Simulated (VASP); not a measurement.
# Al (Im-3m) in VASP: further runs

Al is run at these levels: PBEsol; tasks: elastic constants, vibrations by perturbation theory.

Everything below comes from runs of VASP 6.6.1. Logs are shortened: lines on timing, memory, paths and dates and some standing lists are left out, and cuts for length are marked.

## 1. The cell of the first run

Symmetry: Im-3m, No. 229, cubic system. The conventional cell has a = 3.182 Å, b = 3.182 Å, c = 3.182 Å, α = 90.00°, β = 90.00°, γ = 90.00°. Al (site symmetry m-3m) has 14 Al at 2.76 to 3.18 Å within 3.6 Å.

## 2. Elastic constants, PBEsol

File INCAR:

```
SYSTEM = Al
PREC = Accurate
ENCUT = 600
EDIFF = 1E-8
ISMEAR = -1
SIGMA = 0.05
LREAL = .FALSE.
LASPH = .TRUE.
NELM = 60
ALGO = Fast
ISIF = 3
LWAVE = .FALSE.
LCHARG = .TRUE.
GGA = PS
NBANDS = 8
IBRION = 6
NFREE = 2
POTIM = 0.015
NSW = 1
```

File KPOINTS:

```
regular mesh
0
G
  10 10 10
  0 0 0
```

File POSCAR:

```
Al
1.0
   -1.5912186900      1.5912186900      1.5912186900
    1.5912186900     -1.5912186900      1.5912186900
    1.5912186900      1.5912186900     -1.5912186900
Al
1
Direct
    0.0000000000      0.0000000000      0.0000000000
```

Potentials or basis: VASP PAW PBE potentials, release 64 (Al).

Command:

```
> cat potpaw_PBE.64/Al/POTCAR > POTCAR
> mpirun -np 1 vasp_std > vasp.out
```

OUTCAR:

```text
SYSTEM = Al
   PREC = Accurate
   ENCUT = 600
   EDIFF = 1E-8
   ISMEAR = -1
   LREAL = .FALSE.
   LASPH = .TRUE.
   NELM = 60
   ISIF = 3
   GGA = PS
   IBRION = 6
   NFREE = 2
   POTIM = 0.015
   NSW = 1

 ion  position               nearest neighbor table
   1  0.000  0.000  0.000-

  LATTYP: Found a body centered cubic cell.
 ALAT       =     3.1824373800

  Lattice vectors:

 A1 = (  -1.5912186900,   1.5912186900,   1.5912186900)
 A2 = (   1.5912186900,  -1.5912186900,   1.5912186900)
 A3 = (   1.5912186900,   1.5912186900,  -1.5912186900)

Analysis of symmetry for initial positions (statically):
=====================================================================
 Subroutine PRICEL returns:
 Original cell was already a primitive cell.

 Routine SETGRP: Setting up the symmetry group for a
 body centered cubic supercell.

 Subroutine GETGRP returns: Found 48 space group operations
[... 9 lines left out ...]

 Routine SETGRP: Setting up the symmetry group for a
 body centered cubic supercell.

 Subroutine GETGRP returns: Found 48 space group operations
[... 11 lines left out ...]
                                     Primitive cell

  volume of cell :      16.1157

  direct lattice vectors                    reciprocal lattice vectors
    -1.591218690  1.591218690  1.591218690     0.000000000  0.314224565  0.314224565
     1.591218690 -1.591218690  1.591218690     0.314224565  0.000000000  0.314224565
     1.591218690  1.591218690 -1.591218690     0.314224565  0.314224565  0.000000000

  length of vectors
     2.756071617  2.756071617  2.756071617     0.444380641  0.444380641  0.444380641

  position of ions in fractional coordinates (direct lattice)
     0.000000000  0.000000000  0.000000000

  ion indices of the primitive-cell ions
   primitive index   ion index
                 1           1

----------------------------------------------------------------------------------------

 KPOINTS: regular mesh

[... 303 lines left out ...]

 E-fermi :   8.1642     XC(G=0): -10.3463

 val. band max:        8.1138087401   @ k =   0.5000   0.5000   0.4000
 cond. band min:       8.1791929375   @ k =  -0.4000   0.4000   0.2000
 fundamental gap:      0.0653841974
 Fermi energy:         8.1642270087

 k-point     1 :       0.0000    0.0000    0.0000
  band No.  band energies     occupation
      1      -3.0912      2.00000
      2      21.5855      0.00000
      3      21.5855      0.00000
      4      21.5855      0.00000
      5      23.2294      0.00000
      6      23.2294      0.00000
      7      23.2295      0.00000
      8      24.6685      0.00000
[... 243 lines left out ...]
 k-point    24 :      -0.3000    0.3000    0.1000
  band No.  band energies     occupation
      1      -0.1976      2.00000
      2      10.8803      0.00000
      3      15.2160      0.00000
      4      17.6179      0.00000
      5      20.3416      0.00000
      6      21.2768      0.00000
      7      23.8537      0.00000
      8      29.6918      0.00000

 [... further k-points ...]
[... 5 lines left out ...]
  --------------------------------------------------------------------------------------
  -------------------------------------------------------------------------------------
  Total        0.2835760      0.2835760      0.2835760      0.0000000      0.0000000      0.0000000
  in kB       28.1922961     28.1922961     28.1922961      0.0000000      0.0000000      0.0000000
  external PRESSURE =      28.1922961 kB  Pullay stress =       0.0000000 kB
[... 16 lines left out ...]
  FREE ENERGIE OF THE ION-ELECTRON SYSTEM (eV)
  ---------------------------------------------------
  free  energy   TOTEN  =        -4.0054452127 eV

  energy  without entropy=       -4.0027896455  energy(sigma->0) =       -4.00411743

 INTERNAL STRAIN TENSORS FROM STRAINED CELLS
 ============================================

 INTERNAL STRAIN TENSOR FOR ION    1 for displacements in x,y,z  (eV/Angst):
          X           Y           Z          XY          YZ          ZX
  --------------------------------------------------------------------------------
  x     0.00000     0.00000    -0.00000     0.00000     0.00000    -0.00000
  y     0.00000     0.00000    -0.00000     0.00000     0.00000     0.00000
  z     0.00000     0.00000    -0.00000     0.00000    -0.00000    -0.00000

 INTERNAL STRAIN TENSORS FROM DISPLACED ATOMS
 ============================================

 INTERNAL STRAIN TENSOR FOR ION    1 for displacements in x,y,z  (eV/Angst):
          X           Y           Z          XY          YZ          ZX
  --------------------------------------------------------------------------------
  x     0.00000     0.00000     0.00000     0.00000     0.00000     0.00000
  y     0.00000     0.00000     0.00000     0.00000     0.00000     0.00000
  z     0.00000     0.00000     0.00000     0.00000     0.00000     0.00000

 Eigenvectors and eigenvalues of the dynamical matrix
 ----------------------------------------------------

   1 f/i=    0.000000 THz     0.000000 2PiTHz    0.000000 cm-1     0.000000 meV
             X         Y         Z           dx          dy          dz
      0.000000  0.000000  0.000000     0.887217   -0.461353    0.000000

   2 f/i=    0.000000 THz     0.000000 2PiTHz    0.000000 cm-1     0.000000 meV
             X         Y         Z           dx          dy          dz
      0.000000  0.000000  0.000000    -0.461353   -0.887217    0.000000

   3 f/i=    0.000000 THz     0.000000 2PiTHz    0.000000 cm-1     0.000000 meV
             X         Y         Z           dx          dy          dz
      0.000000  0.000000  0.000000     0.000000    0.000000    1.000000

--------------------------------------------------------------------------------------------------------

 ELASTIC MODULI CONTR FROM IONIC RELAXATION (kBar)
 Direction    XX          YY          ZZ          XY          YZ          ZX
 --------------------------------------------------------------------------------
 XX           0.0000      0.0000      0.0000      0.0000      0.0000      0.0000
 YY           0.0000      0.0000      0.0000      0.0000      0.0000      0.0000
 ZZ           0.0000      0.0000      0.0000      0.0000      0.0000      0.0000
 XY           0.0000      0.0000      0.0000      0.0000      0.0000      0.0000
 YZ           0.0000      0.0000      0.0000      0.0000      0.0000      0.0000
 ZX           0.0000      0.0000      0.0000      0.0000      0.0000      0.0000
 --------------------------------------------------------------------------------

 TOTAL ELASTIC MODULI (kBar)
 Direction    XX          YY          ZZ          XY          YZ          ZX
 --------------------------------------------------------------------------------
 XX         839.1872    843.7903    843.7903      0.0000      0.0000      0.0000
 YY         843.7903    839.1872    843.7903      0.0000      0.0000     -0.0000
 ZZ         843.7903    843.7903    839.1872      0.0000     -0.0000     -0.0000
 XY           0.0000      0.0000      0.0000   1347.3504      0.0000     -0.0000
 YZ           0.0000      0.0000     -0.0000      0.0000   1347.3504      0.0000
 ZX           0.0000     -0.0000     -0.0000     -0.0000      0.0000   1347.3504
 --------------------------------------------------------------------------------
```

It took 1.8 min on 1 thread of Intel Xeon 6975P-C, shared host; peak memory 0.2 GiB.

Results:

```yaml
Elastic_constants_C11_C12_C44: 84, 84, 135 GPa
Voigt_bulk_modulus: 84 GPa
```

Elastic tensor in Voigt notation (GPa, in the Cartesian axes of the cell as first typed):
```
 84  84  84   0   0   0
 84  84  84   0   0   0
 84  84  84   0   0   0
  0   0   0 135   0   0
  0   0   0   0 135   0
  0   0   0   0   0 135
```

Clamped-ion elastic tensor (GPa):
```
 84  84  84   0   0   0
 84  84  84   0   0   0
 84  84  84   0   0   0
  0   0   0 135   0   0
  0   0   0   0 135   0
  0   0   0   0   0 135
```

Caveat: the cell is under stress, which shifts elastic constants; the elastic tensor has a negative eigenvalue, so either the cell is unstable as it stands or the mesh is too thin; the PAW data sets were made with another functional, which shifts forces and pressure a little.

## 3. Vibrations by perturbation theory, PBEsol

File INCAR:

```
SYSTEM = Al
PREC = Accurate
ENCUT = 520
EDIFF = 1E-8
ISMEAR = -1
SIGMA = 0.05
LREAL = .False.
LASPH = .True.
NELM = 60
ALGO = Normal
ISIF = 2
LWAVE = .False.
LCHARG = .False.
GGA = PS
NBANDS = 8
IBRION = 8
NSW = 1
```

File KPOINTS:

```
Automatic mesh
0
Gamma
  9 9 9
  0 0 0
```

POSCAR is that of step 2.

Potentials or basis: VASP PAW PBE potentials, release 64 (Al).

Command:

```
> cat potpaw_PBE.64/Al/POTCAR > POTCAR
> mpirun -np 1 vasp_std > vasp.out
```

OUTCAR:

```text
SYSTEM = Al
   PREC = Accurate
   ENCUT = 520
   EDIFF = 1E-8
   ISMEAR = -1
   LREAL = .False.
   LASPH = .True.
   NELM = 60
   ISIF = 2
   GGA = PS
   IBRION = 8
   NSW = 1

 ion  position               nearest neighbor table
   1  0.000  0.000  0.000-

  LATTYP: Found a body centered cubic cell.
 ALAT       =     3.1824373800

  Lattice vectors:

 A1 = (  -1.5912186900,   1.5912186900,   1.5912186900)
 A2 = (   1.5912186900,  -1.5912186900,   1.5912186900)
 A3 = (   1.5912186900,   1.5912186900,  -1.5912186900)

Analysis of symmetry for initial positions (statically):
=====================================================================
 Subroutine PRICEL returns:
 Original cell was already a primitive cell.

 Routine SETGRP: Setting up the symmetry group for a
 body centered cubic supercell.

 Subroutine GETGRP returns: Found 48 space group operations
[... 9 lines left out ...]

 Routine SETGRP: Setting up the symmetry group for a
 body centered cubic supercell.

 Subroutine GETGRP returns: Found 48 space group operations
[... 11 lines left out ...]
                                     Primitive cell

  volume of cell :      16.1157

  direct lattice vectors                    reciprocal lattice vectors
    -1.591218690  1.591218690  1.591218690     0.000000000  0.314224565  0.314224565
     1.591218690 -1.591218690  1.591218690     0.314224565  0.000000000  0.314224565
     1.591218690  1.591218690 -1.591218690     0.314224565  0.314224565  0.000000000

  length of vectors
[... 414 lines left out ...]
  energy-cutoff  :      520.00
  volume of cell :       16.12
      direct lattice vectors                 reciprocal lattice vectors
    -1.591218690  1.591218690  1.591218690     0.000000000  0.314224565  0.314224565
     1.591218690 -1.591218690  1.591218690     0.314224565  0.000000000  0.314224565
     1.591218690  1.591218690 -1.591218690     0.314224565  0.314224565  0.000000000

 POSITION                                       TOTAL-FORCE (eV/Angst)
 -----------------------------------------------------------------------------------
      0.00000      0.00000      0.00000        -0.000000      0.000000     -0.000000
 -----------------------------------------------------------------------------------
    total drift:                                0.000000      0.000000     -0.000000

  FREE ENERGIE OF THE ION-ELECTRON SYSTEM (eV)
  ---------------------------------------------------
  free  energy   TOTEN  =        -3.9862354227 eV

  energy  without entropy=       -3.9829778159  energy(sigma->0) =       -3.98460662

[... ionic steps 2 to 3 ...]

--------------------------------------- Ionic step        4  -------------------------------------------

 Free energy of the ion-electron system (eV)
  ---------------------------------------------------
  ---------------------------------------------------
  free energy    TOTEN  =        -0.00271845 eV

  energy without entropy =       -0.00271845

------------------------ aborting loop because EDIFF is reached ----------------------------------------

 INTERNAL STRAIN TENSOR  FOR ION    1  DIRECTION 1   (eV/Angst):
 -----------------------------------------------------------------------------
     0.00872 -0.00000  0.00000
    -0.00000 -0.00215 -0.00000
    -0.00000 -0.00000 -0.00215

 INTERNAL STRAIN TENSOR FOR ION    1 for displacements in x,y,z  (eV/Angst):
          X           Y           Z          XY          YZ          ZX
  --------------------------------------------------------------------------------
  x     0.00000     0.00000     0.00000     0.00000     0.00000     0.00000
  y     0.00000     0.00000     0.00000     0.00000     0.00000     0.00000
  z     0.00000     0.00000     0.00000     0.00000     0.00000     0.00000

 SECOND DERIVATIVES (NOT SYMMETRIZED)
 ------------------------------------
               1X          1Y          1Z
  1X    -0.000094    0.000000    0.000000
  1Y     0.000000   -0.000094   -0.000000
  1Z     0.000000   -0.000000   -0.000094

 Eigenvectors and eigenvalues of the dynamical matrix
 ----------------------------------------------------

   1 f  =    0.029193 THz     0.183427 2PiTHz    0.973786 cm-1     0.120734 meV
             X         Y         Z           dx          dy          dz
      0.000000  0.000000  0.000000     0.407837   -0.913055    0.000000

   2 f  =    0.029193 THz     0.183427 2PiTHz    0.973786 cm-1     0.120734 meV
             X         Y         Z           dx          dy          dz
      0.000000  0.000000  0.000000     0.000000    0.000000    1.000000

   3 f  =    0.029193 THz     0.183427 2PiTHz    0.973786 cm-1     0.120734 meV
             X         Y         Z           dx          dy          dz
      0.000000  0.000000  0.000000    -0.913055   -0.407837    0.000000

--------------------------------------------------------------------------------------------------------

 ELASTIC MODULI CONTR FROM IONIC RELAXATION (kBar)
 Direction    XX          YY          ZZ          XY          YZ          ZX
 --------------------------------------------------------------------------------
 XX           0.0000      0.0000      0.0000      0.0000      0.0000      0.0000
 YY           0.0000      0.0000      0.0000      0.0000      0.0000      0.0000
 ZZ           0.0000      0.0000      0.0000      0.0000      0.0000      0.0000
 XY           0.0000      0.0000      0.0000      0.0000      0.0000      0.0000
 YZ           0.0000      0.0000      0.0000      0.0000      0.0000      0.0000
 ZX           0.0000      0.0000      0.0000      0.0000      0.0000      0.0000
 --------------------------------------------------------------------------------
```

OSZICAR:

```text
N       E                     dE             d eps       ncg     rms          rms(c)
DAV:   1    -0.257607163528E+01   -0.25761E+01   -0.88272E+02   560   0.207E+02
DAV:   2    -0.400865792678E+01   -0.14326E+01   -0.13709E+01   792   0.186E+01
DAV:   3    -0.401620010743E+01   -0.75422E-02   -0.75412E-02   680   0.155E+00
DAV:   4    -0.401621389485E+01   -0.13787E-04   -0.13787E-04   840   0.617E-02
[... 17 lines left out ...]
RMM:   3    -0.276044739172E-02    0.58952E-04   -0.14220E-06  1906   0.676E-03    0.191E-02
RMM:   4    -0.271810853111E-02    0.42339E-04   -0.25466E-06  1878   0.869E-03    0.784E-04
RMM:   5    -0.271828179116E-02   -0.17326E-06   -0.14675E-08  1939   0.795E-04    0.351E-04
RMM:   6    -0.271845152593E-02   -0.16973E-06   -0.55351E-10  1920   0.145E-04    0.267E-05
RMM:   7    -0.271844953060E-02    0.19953E-08   -0.18001E-11  1995   0.130E-05    0.164E-05
 Linear response finished
```

Wall time 15 s (1 thread of Intel Xeon 8259CL, shared host); peak memory 0.13 GiB.

Caveat: the PAW data sets were made with another functional, which shifts forces and pressure a little.

## 4. Elastic constants, PBEsol

File INCAR:

```
SYSTEM = Al
ALGO = Fast ; EDIFF = 1E-8
ENCUT = 600 ; GGA = PS
IBRION = 6 ; ISIF = 3
ISMEAR = -1 ; LASPH = .True.
LCHARG = .False. ; LREAL = .False.
LWAVE = .False. ; NBANDS = 8
NELM = 100 ; NFREE = 2
NSW = 1 ; POTIM = 0.015
PREC = Accurate ; SIGMA = 0.05
```

File KPOINTS:

```
k-points
0
Gamma
  9 9 9
  0 0 0
```

POSCAR is that of step 3.

Command:

```
> cat potpaw_PBE.64/Al/POTCAR > POTCAR
> mpirun -np 1 vasp_std > vasp.out
```

It took 2.5 min on 1 thread of Intel Xeon 8259CL, shared host; peak memory 0.18 GiB.

It converged, with:

* Elastic constants C11, C12, C44: 31, 103, 39 GPa
* Voigt bulk modulus: 79 GPa

Elastic tensor in Voigt notation (GPa, in the Cartesian axes of the cell as first typed):
```
 31 103 103   0   0   0
103  31 103   0   0   0
103 103  31   0   0   0
  0   0   0  39   0   0
  0   0   0   0  39   0
  0   0   0   0   0  39
```

Clamped-ion elastic tensor (GPa):
```
 31 103 103   0   0   0
103  31 103   0   0   0
103 103  31   0   0   0
  0   0   0  39   0   0
  0   0   0   0  39   0
  0   0   0   0   0  39
```

Caveat: the cell is under stress, which shifts elastic constants; the elastic tensor has a negative eigenvalue, so either the cell is unstable as it stands or the mesh is too thin; the PAW data sets were made with another functional, which shifts forces and pressure a little.
